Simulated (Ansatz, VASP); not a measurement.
MgO in VASP and in Ansatz

The input INCAR:

```
PREC = Accurate
ENCUT = 600
EDIFF = 1E-6
ISMEAR = 1
SIGMA = 0.15
LREAL = F
LASPH = T
NELM = 120
ALGO = Normal
ISIF = 2
LWAVE = F
LCHARG = T
GGA = PE
LELF = T
LVHAR = T
NBANDS = 11
GGA_COMPAT = F
```

Contents of KPOINTS:

```
regular mesh
0
Gamma
  8 8 8
```

POSCAR

```
MgO
1.0
    0.0000000000      2.1015000000      2.1015000000
    2.1015000000      0.0000000000      2.1015000000
    2.1015000000      2.1015000000      0.0000000000
Mg O
1 1
Direct
    0.0000000000      0.0000000000      0.0000000000
    0.5000000000      0.5000000000      0.5000000000
```

Input for Ansatz:

```yaml
crystal:
  lattice:
    - [0.0, 2.1015, 2.1015]
    - [2.1015, 0.0, 2.1015]
    - [2.1015, 2.1015, 0.0]
  atoms:
    - { symbol: Mg, position: [0.0, 0.0, 0.0] }
    - { symbol: O, position: [0.5, 0.5, 0.5] }
hamiltonian:
  xc: pbe
  pseudopotentials: { kind: paw }
basis:
  ecutwfc: 420
kpoints:
  mp_grid: { grid: [8, 8, 8] }
scf:
  occupations: { method: methfessel_paxton, width: 0.15 }
  lower_state_search: "off"
  max_iter: 60
output:
  forces: true
  stress: true
```

Alike in both runs: task single point; functional PBE; k mesh 8 × 8 × 8; occupations methfessel-paxton of order 1, width 0.15 eV; no spin polarisation.

```csv
,VASP,Ansatz
version,VASP 6.6.1,Ansatz 0.2.0
potentials or method,"VASP PAW PBE potentials, release 64 (Mg, O), cutoff 600 eV","PAW, plane waves, scalar-relativistic"
valence electrons in the cell,8,16
```

VASP gave:

| Property | Result |
| --- | --- |
| pressure (GPa) | 4.8 |

Problem. Which values does Ansatz return?

Solution. Pressure (GPa): 5.8.

VASP's potentials hold 8 valence electrons a cell and Ansatz's 16, so a difference there can come from the potentials and not from the codes.
